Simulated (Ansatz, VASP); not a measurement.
PtSe2 in VASP and in Ansatz

```
Pt Se
1.0
     3.75166    0.00000    0.00000
    -1.87583    3.24903    0.00000
     0.00000    0.00000    6.52688
Pt Se
1 2
Direct
  0.02635 0.01318 0.99209
  0.33333 0.66667 0.20019
  0.66667 0.33333 0.79981
```

Change from the starting cell: all Pt atoms moved -0.100 Å, as atom 1 towards its neighbour atom 2 (Se) at 2.530 Å.

Alike in both runs: task single point; functional PBE; k mesh 12 × 12 × 4; occupations gaussian, width 0.05 eV; no spin polarisation.

|  | VASP | Ansatz |
| --- | --- | --- |
| version | VASP 6.6.1 | Ansatz 0.2.0 |
| potentials or method | VASP PAW PBE potentials, release 64 (Pt, Se), cutoff 520 eV | scalar-relativistic, plane waves, PAW |
| valence electrons in the cell | 22 | 50 |

|  | VASP | Ansatz | Ansatz less VASP |
| --- | --- | --- | --- |
| gap on the k mesh at the Fermi level (eV) | 0.85 | 0.86 | +0.010 |
| least direct gap on the mesh (eV) | 1.02 | 1.03 | +0.011 |
| pressure (GPa) | 0.4 | 0.4 | +0.03 |
| traceless stress, the component that is largest in VASP (GPa) | -0.42 | -0.41 | +0.004 |
| rms of the force components (eV/Å) | 0.625 | 0.622 | -0.0025 |

Atom by atom the forces differ by 0.003 eV/Å (rms over components). The functional is the same, so the differences come from potentials, cutoffs and numerics. VASP's potentials hold 22 valence electrons a cell and Ansatz's 50, so a difference there can come from the potentials and not from the codes.

Spin-orbit coupling is off throughout.
